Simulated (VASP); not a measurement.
# HfTi2Ge3 (P-4m2) in VASP: a series of runs

Runs on HfTi2Ge3. Level: PBE. Tasks: single point.

Everything below comes from runs of VASP 6.6.1. Logs are shortened: lines on timing, memory, paths and dates and some standing lists are left out, and cuts for length are marked.

### 1 The cell of the first run

It takes space group P-4m2 (No. 115, tetragonal). The conventional cell has a = 3.588 Å, b = 3.588 Å, c = 9.736 Å, α = 90.00°, β = 90.00°, γ = 90.00°. Within 3.7 Å of Hf (site symmetry -4m2) lie 8 Ge at 2.83 Å and 4 Ti at 3.52 Å and 4 Hf at 3.59 Å. Ti (site symmetry 2mm) has 4 Ge at 2.53 to 2.57 Å within 3.3 Å. Ge (site symmetry 2mm) has 1 Ge at 2.51 Å and 2 Ti at 2.53 Å and 4 Hf at 2.83 Å within 3.3 Å. Within 3.4 Å of Ge (site symmetry -4m2) lie 4 Ti at 2.57 Å.

### 2 Single point, PBE

The input, INCAR:

```
ALGO = Normal
EDIFF = 1E-6
ENCUT = 500
GGA = PE
GGA_COMPAT = F
ISIF = 2
ISMEAR = 0
LASPH = T
LCHARG = F
LREAL = F
LWAVE = F
NBANDS = 47
NELM = 120
PREC = Accurate
SIGMA = 0.2
```

The input, KPOINTS:

```
k-points
0
Gamma
  4 4 2
```

The input, POSCAR:

```
HfTi2Ge3
1.0
    3.5883495441      0.0000000000      0.0000000000
    0.0000000000      3.5883495441      0.0000000000
    0.0000000000      0.0000000000      9.7362699804
Hf Ti Ge
1 2 3
Direct
    0.5000000000      0.5000000000      0.5000000000
    0.0000000000      0.5000000000      0.1885299779
    0.5000000000      0.0000000000      0.8114700221
    0.0000000000      0.0000000000      0.6288070097
    0.0000000000      0.0000000000      0.3711929903
    0.0000000000      0.0000000000      0.0000000000
```

Potentials or basis: VASP PAW PBE potentials, release 64 (Hf_pv, Ti_sv, Ge_d).

The run is started by

```bash
cat potpaw_PBE.64/Hf_pv/POTCAR potpaw_PBE.64/Ti_sv/POTCAR potpaw_PBE.64/Ge_d/POTCAR > POTCAR
mpirun -np 1 vasp_std > vasp.out
```

OUTCAR:

```text
EDIFF = 1E-6
   ENCUT = 500
   GGA = PE
   ISIF = 2
   ISMEAR = 0
   LASPH = T
   LREAL = F
   NELM = 120
   PREC = Accurate

 ion  position               nearest neighbor table
   1  0.500  0.500  0.500-   4 2.83   5 2.83   4 2.83   5 2.83   4 2.83   5 2.83   4 2.83   5 2.83

   2  0.000  0.500  0.189-   5 2.53   5 2.53   6 2.57   6 2.57
   3  0.500  0.000  0.811-   4 2.53   4 2.53   6 2.57   6 2.57
   4  0.000  0.000  0.629-   5 2.51   3 2.53   3 2.53   1 2.83   1 2.83   1 2.83   1 2.83
   5  0.000  0.000  0.371-   4 2.51   2 2.53   2 2.53   1 2.83   1 2.83   1 2.83   1 2.83
   6  0.000  0.000  0.000-   2 2.57   2 2.57   3 2.57   3 2.57

  LATTYP: Found a simple tetragonal cell.
 ALAT       =     3.5883495441
 C/A-ratio  =     2.7133003239

  Lattice vectors:

 A1 = (   3.5883495441,   0.0000000000,   0.0000000000)
 A2 = (   0.0000000000,   3.5883495441,   0.0000000000)
 A3 = (   0.0000000000,   0.0000000000,   9.7362699804)

Analysis of symmetry for initial positions (statically):
=====================================================================
 Subroutine PRICEL returns:
 Original cell was already a primitive cell.

 Routine SETGRP: Setting up the symmetry group for a
 simple tetragonal supercell.

 Subroutine GETGRP returns: Found  8 space group operations
 (whereof  8 operations were pure point group operations)
 out of a pool of 16 trial point group operations.

The static configuration has the point symmetry D_2d.

Analysis of symmetry for dynamics (positions and initial velocities):
=====================================================================
 Subroutine PRICEL returns:
 Original cell was already a primitive cell.

 Routine SETGRP: Setting up the symmetry group for a
 simple tetragonal supercell.

 Subroutine GETGRP returns: Found  8 space group operations
 (whereof  8 operations were pure point group operations)
 out of a pool of 16 trial point group operations.

The dynamic configuration has the point symmetry D_2d.

 Subroutine INISYM returns: Found  8 space group operations
 (whereof  8 operations are pure point group operations),
 and found     1 'primitive' translations

----------------------------------------------------------------------------------------

                                     Primitive cell

  volume of cell :     125.3667

  direct lattice vectors                    reciprocal lattice vectors
     3.588349544  0.000000000  0.000000000     0.278679651  0.000000000  0.000000000
     0.000000000  3.588349544  0.000000000     0.000000000  0.278679651  0.000000000
     0.000000000  0.000000000  9.736269980     0.000000000  0.000000000  0.102708738

  length of vectors
     3.588349544  3.588349544  9.736269980     0.278679651  0.278679651  0.102708738

  position of ions in fractional coordinates (direct lattice)
     0.500000000  0.500000000  0.500000000
     0.000000000  0.500000000  0.188529978
     0.500000000  0.000000000  0.811470022
     0.000000000  0.000000000  0.628807010
     0.000000000  0.000000000  0.371192990
     0.000000000  0.000000000  0.000000000

  ion indices of the primitive-cell ions
   primitive index   ion index
                 1           1
                 2           2
                 3           3
                 4           4
                 5           5
                 6           6

----------------------------------------------------------------------------------------

 KPOINTS: k-points

Automatic generation of k-mesh.
 Grid dimensions read from file:
 generate k-points for:    4    4    2

 Generating k-lattice:

  Cartesian coordinates                     Fractional coordinates (reciprocal lattice)
     0.069669913  0.000000000  0.000000000     0.250000000  0.000000000  0.000000000
     0.000000000  0.069669913  0.000000000     0.000000000  0.250000000  0.000000000
     0.000000000  0.000000000  0.051354369     0.000000000  0.000000000  0.500000000

  Length of vectors
     0.069669913  0.069669913  0.051354369

  Shift w.r.t. Gamma in fractional coordinates (k-lattice)
     0.000000000  0.000000000  0.000000000

 Subroutine IBZKPT returns following result:
 ===========================================

 Found     12 irreducible k-points:

 Following reciprocal coordinates:
            Coordinates               Weight
  0.000000  0.000000  0.000000      1.000000
  0.250000  0.000000  0.000000      4.000000
  0.500000  0.000000  0.000000      2.000000
  0.250000  0.250000  0.000000      4.000000
  0.500000  0.250000  0.000000      4.000000
  0.500000  0.500000  0.000000      1.000000
  0.000000  0.000000  0.500000      1.000000
  0.250000  0.000000  0.500000      4.000000
  0.500000  0.000000  0.500000      2.000000
  0.250000  0.250000  0.500000      4.000000
  0.500000  0.250000  0.500000      4.000000
  0.500000  0.500000  0.500000      1.000000
   k-points           NKPTS =     12   k-points in BZ     NKDIM =     12   number of bands    NBANDS=     47
   number of dos      NEDOS =    301   number of ions     NIONS =      6
   total plane-waves  NPLWV =  56448
   dimension x,y,z NGX =    28 NGY =   28 NGZ =   72
   dimension x,y,z NGXF=    56 NGYF=   56 NGZF=  144
   ions per type =               1   2   3
   NGX,Y,Z   is equivalent  to a cutoff of  12.97, 12.97, 12.29 a.u.
   NGXF,Y,Z  is equivalent  to a cutoff of  25.94, 25.94, 24.59 a.u.
 SYSTEM =  unknown system
   PREC   = accura    normal or accurate (medium, high low for compatibility)
   ISTART =      0    job   : 0-new  1-cont  2-samecut
   ICHARG =      2    charge: 1-file 2-atom 10-const
   ISPIN  =      1    spin polarized calculation?
   LNONCOLLINEAR =      F non collinear calculations
   LSORBIT =      F    spin-orbit coupling
   LASPH  =      T    aspherical Exc in radial PAW
   ENCUT  =  500.0 eV  36.75 Ry    6.06 a.u.   6.54  6.54 17.75*2*pi/ulx,y,z
   NELM   =    120;   NELMIN=  2; NELMDL= -5     # of ELM steps
   EDIFF  = 0.1E-05   stopping-criterion for ELM
   LREAL  =      F    real-space projection
   EDIFFG = 0.1E-04   stopping-criterion for IOM
   NSW    =      0    number of steps for IOM
   IBRION =     -1    ionic relax: 0-MD 1-quasi-New 2-CG
   NFREE  =      0    steps in history (QN), initial steepest desc. (CG)
   ISIF   =      2    stress and relaxation
   ISYM   =      2    0-nonsym 1-usesym 2-fastsym
   POTIM  = 0.5000    time-step for ionic-motion
   TEBEG  =    0.0;   TEEND  =   0.0 temperature during run
   PSTRESS=    0.0 pullay stress
   NELECT =      76.0000    total number of electrons
   NUPDOWN=      -1.0000    fix difference up-down
   EMIN   =  10.00;   EMAX   =-10.00  energy-range for DOS
   EFERMI =   0.00;   METHOD = LEGACY
   ISMEAR =     0;   SIGMA  =   0.20  broadening in eV -4-tet -1-fermi 0-gaus
   EFERMI_NEDOS =   21; number of points for ismear=-14 and -15
   IALGO  =     38    algorithm
   IMIX   =      4    mixing-type and parameters
     AMIX     =   0.40;   BMIX     =  1.00
     AMIX_MAG =   1.60;   BMIX_MAG =  1.00
  volume/ion in A,a.u.               =      20.89       141.00
  Fermi-wavevector in a.u.,A,eV,Ry     =   1.385539  2.618289 26.119343  1.919718
  Thomas-Fermi vector in A             =   2.509939
   LORBIT       =      0    0 simple, 1 ext, 2 COOP (PROOUT), +10 PAW based schemes
   GGA     = PE    functional components
   LHFCALC =     F    Hartree Fock is set to
   AEXX    =    0.0000 exact exchange contribution
   IVDW    =     0    specifies the selected vdW correction
   LEPSILON=     F    determine dielectric tensor
   LRPA    =     F    only Hartree local field effects (RPA)
 non-spin polarized calculation
 Gauss-broadening in eV      SIGMA  =   0.20
  energy-cutoff  :      500.00
  volume of cell :      125.37
 maximum number of plane-waves:      3244
 NGX is ok and might be reduce to    28
   NGX = 13   NGY = 13   NGZ = 35

 number of electron      76.0000026 magnetization

 Free energy of the ion-electron system (eV)
  ---------------------------------------------------
  ext. energy  EPLUGINS =         0.00000000
  ---------------------------------------------------
  free energy    TOTEN  =       -38.88889876 eV

  energy without entropy =      -38.76147357  energy(sigma->0) =      -38.82518616

 E-fermi :   5.6373     XC(G=0): -10.6615

 val. band max:        5.6328700515   @ k =   0.2500   0.2500   0.5000
 cond. band min:       5.6513807615   @ k =   0.5000   0.0000   0.5000
 fundamental gap:      0.0185107100
 Fermi energy:         5.6372541266

 k-point     1 :       0.0000    0.0000    0.0000
  band No.  band energies     occupation
      1     -51.5828      2.00000
      2     -51.5826      2.00000
      3     -27.9751      2.00000
      4     -27.9751      2.00000
      5     -27.7934      2.00000
      6     -27.7934      2.00000
[... 39 lines left out ...]
     46       7.4911      0.00000
     47       8.2577      0.00000

 k-point     2 :       0.2500    0.0000    0.0000
  band No.  band energies     occupation
      1     -51.5815      2.00000
      2     -51.5812      2.00000
      3     -27.9941      2.00000
      4     -27.9734      2.00000
      5     -27.8184      2.00000
      6     -27.7919      2.00000
[... 39 lines left out ...]
     46       7.6626      0.00000
     47       8.4972      0.00000

 k-point     3 :       0.5000    0.0000    0.0000
  band No.  band energies     occupation
      1     -51.5802      2.00000
      2     -51.5797      2.00000
      3     -28.0130      2.00000
      4     -27.9716      2.00000
      5     -27.8431      2.00000
      6     -27.7903      2.00000
[... 39 lines left out ...]
     46       7.9825      0.00000
     47       8.1800      0.00000

 k-point     4 :       0.2500    0.2500    0.0000
  band No.  band energies     occupation
      1     -51.5800      2.00000
      2     -51.5799      2.00000
      3     -27.9924      2.00000
      4     -27.9919      2.00000
      5     -27.8175      2.00000
      6     -27.8157      2.00000
[... 339 lines left out ...]
     46       8.3996      0.00000
     47       8.4830      0.00000

 k-point    11 :       0.5000    0.2500    0.5000
  band No.  band energies     occupation
      1     -51.5787      2.00000
      2     -51.5785      2.00000
      3     -28.0109      2.00000
      4     -27.9902      2.00000
      5     -27.8412      2.00000
      6     -27.8148      2.00000
[... 39 lines left out ...]
     46       7.9654      0.00000
     47       8.6140      0.00000

 k-point    12 :       0.5000    0.5000    0.5000
  band No.  band energies     occupation
      1     -51.5772      2.00000
      2     -51.5772      2.00000
      3     -28.0095      2.00000
      4     -28.0081      2.00000
      5     -27.8409      2.00000
      6     -27.8375      2.00000
[... 39 lines left out ...]
     46       7.7823      0.00000
     47       8.1309      0.00000

------------------------ aborting loop because EDIFF is reached ----------------------------------------

  FORCE on cell =-STRESS in cart. coord.  units (eV):
  Direction    XX          YY          ZZ          XY          YZ          ZX
  --------------------------------------------------------------------------------------
  -------------------------------------------------------------------------------------
  Total        0.2098489      0.2098489      0.2393344      0.0000000      0.0000000      0.0000000
  in kB        2.6818542      2.6818542      3.0586765      0.0000000      0.0000000      0.0000000
  external PRESSURE =       2.8074617 kB  Pullay stress =       0.0000000 kB

 VOLUME and BASIS-vectors are now :
 -----------------------------------------------------------------------------
  energy-cutoff  :      500.00
  volume of cell :      125.37
      direct lattice vectors                 reciprocal lattice vectors
     3.588349544  0.000000000  0.000000000     0.278679651  0.000000000  0.000000000
     0.000000000  3.588349544  0.000000000     0.000000000  0.278679651  0.000000000
     0.000000000  0.000000000  9.736269980     0.000000000  0.000000000  0.102708738

 POSITION                                       TOTAL-FORCE (eV/Angst)
 -----------------------------------------------------------------------------------
      1.79417      1.79417      4.86813         0.000000     -0.000000     -0.000000
      0.00000      1.79417      1.83558         0.000000      0.000000      0.040107
      1.79417      0.00000      7.90069         0.000000      0.000000     -0.040107
      0.00000      0.00000      6.12223        -0.000000      0.000000      0.059287
      0.00000      0.00000      3.61404         0.000000      0.000000     -0.059287
      0.00000      0.00000      0.00000        -0.000000      0.000000     -0.000000
 -----------------------------------------------------------------------------------
    total drift:                               -0.000000     -0.000000      0.000000

  FREE ENERGIE OF THE ION-ELECTRON SYSTEM (eV)
  ---------------------------------------------------
  free  energy   TOTEN  =       -38.8888987579 eV

  energy  without entropy=      -38.7614735703  energy(sigma->0) =      -38.82518616
```

Wall time 42 s (1 thread of Intel Xeon 6975P-C (Granite Rapids), shared host); peak memory 0.25 GiB.

What came out:

```
Free energy            : -38.8889 eV
Pressure               : 0.3 GPa
Largest force          : 0.059 eV/Å
Band gap on the k mesh : zero (band 38 reaches 5.76 eV, above the bottom of band 39 at 5.35 eV)
```

Forces on the atoms (eV/Å):
```
Hf   0.000  0.000  0.000
Ti   0.000  0.000  0.040
Ti   0.000  0.000 -0.040
Ge   0.000  0.000  0.059
Ge   0.000  0.000 -0.059
Ge   0.000  0.000  0.000
```

Levels at points of the mesh, in eV from the Fermi level:
| k point | band 36 | band 37 | band 38 | band 39 | band 40 | band 41 |
| --- | --- | --- | --- | --- | --- | --- |
| (0.00, 0.00, 0.00) | -0.57 | -0.25 | -0.25 | -0.07 | 1.07 | 1.12 |
| (0.50, 0.00, 0.00) | -0.71 | -0.32 | 0.08 | 0.10 | 0.70 | 0.91 |
| (0.50, 0.50, 0.00) | -1.74 | -1.27 | -1.01 | 0.18 | 0.49 | 0.63 |
| (0.00, 0.00, 0.50) | -0.59 | -0.47 | -0.11 | -0.11 | 0.81 | 0.81 |
| (0.50, 0.00, 0.50) | -0.73 | 0.01 | 0.13 | 0.15 | 0.45 | 0.79 |
| (0.50, 0.50, 0.50) | -1.71 | -1.26 | -0.93 | -0.28 | 0.58 | 0.58 |

Caveat: the k points lie up to 0.44 Å⁻¹ apart; spin-orbit coupling is left out, which moves the levels of the heavy elements.

### 3 Single point, PBE

This run uses another cell than the first one, of 17.46 Å³/atom, 0.835 times its volume.

The input, INCAR:

```
SYSTEM = HfTi2Ge3
PREC = Accurate ; ENCUT = 500
EDIFF = 1E-6 ; ISMEAR = 0
SIGMA = 0.1 ; LREAL = .FALSE.
LASPH = .TRUE. ; NELM = 120
ALGO = Normal ; ISIF = 2
LWAVE = .FALSE. ; LCHARG = .FALSE.
GGA = PE ; NBANDS = 47
GGA_COMPAT = .FALSE.
```

The input, KPOINTS:

```
Automatic mesh
0
G
  4 4 4
  0 0 0
```

The input, POSCAR:

```
HfTi2Ge3
1.0
    3.7628721684      0.0000000000      0.0000000000
    0.0000000000      3.7628721684      0.0000000000
    0.0000000000      0.0000000000      7.3974320570
Hf Ti Ge
1 2 3
Direct
    0.5000000000      0.5000000000      0.0000000000
    0.5000000000      0.0000000000      0.6448156403
    0.0000000000      0.5000000000      0.3551843597
    0.5000000000      0.0000000000      0.2955582562
    0.0000000000      0.5000000000      0.7044417438
    0.0000000000      0.0000000000      0.0000000000
```

Potentials or basis: VASP PAW PBE potentials, release 64 (Hf_pv, Ti_sv, Ge_d).

The run is started by

```bash
cat potpaw_PBE.64/Hf_pv/POTCAR potpaw_PBE.64/Ti_sv/POTCAR potpaw_PBE.64/Ge_d/POTCAR > POTCAR
mpirun -np 1 vasp_std > vasp.out
```

It took 42 s on 1 thread of Intel Xeon 6975P-C (Granite Rapids), shared host; peak memory 0.23 GiB.

Results (log left out):

```yaml
Free_energy: -42.1426 eV
Pressure: 0.3 GPa
Largest_force: 0.099 eV/Å
Band_gap_on_the_k_mesh: zero (band 38 reaches 8.02 eV, above the bottom of band 39 at 6.84 eV)
```

Forces in eV/Å, atoms in the order of the input:
```
Hf   0.000  0.000  0.000
Ti   0.000  0.000 -0.099
Ti   0.000  0.000  0.099
Ge   0.000  0.000 -0.086
Ge   0.000  0.000  0.086
Ge   0.000  0.000  0.000
```

Stress tensor (GPa, compression positive):
```
-0.34  0.00  0.00
 0.00 -0.34  0.00
 0.00  0.00  1.62
```

Levels at points of the mesh, in eV from the Fermi level:
```csv
k point,band 34,band 35,band 36,band 37,band 38,band 39,band 40,band 41,band 42,band 43
"(0.00, 0.00, 0.00)",-1.21,-0.99,-0.97,-0.97,-0.20,0.23,0.23,0.39,0.84,1.06
"(0.50, 0.00, 0.00)",-1.88,-1.76,-1.66,-1.29,0.22,0.49,0.75,1.34,1.41,1.43
"(0.50, 0.50, 0.00)",-2.50,-2.35,-2.17,-2.17,-1.30,-0.07,1.41,1.41,1.60,1.60
"(0.00, 0.00, 0.50)",-1.20,-1.18,-0.93,-0.93,0.17,0.23,0.23,0.46,0.92,0.99
"(0.50, 0.00, 0.50)",-2.86,-1.78,-1.36,-1.03,0.27,0.28,0.53,1.07,1.22,1.35
"(0.50, 0.50, 0.50)",-3.01,-1.36,-1.25,-1.25,-1.17,-0.82,1.25,1.25,1.60,1.60
```

Caveat: the k points lie up to 0.42 Å⁻¹ apart; spin-orbit coupling is left out, which moves the levels of the heavy elements.
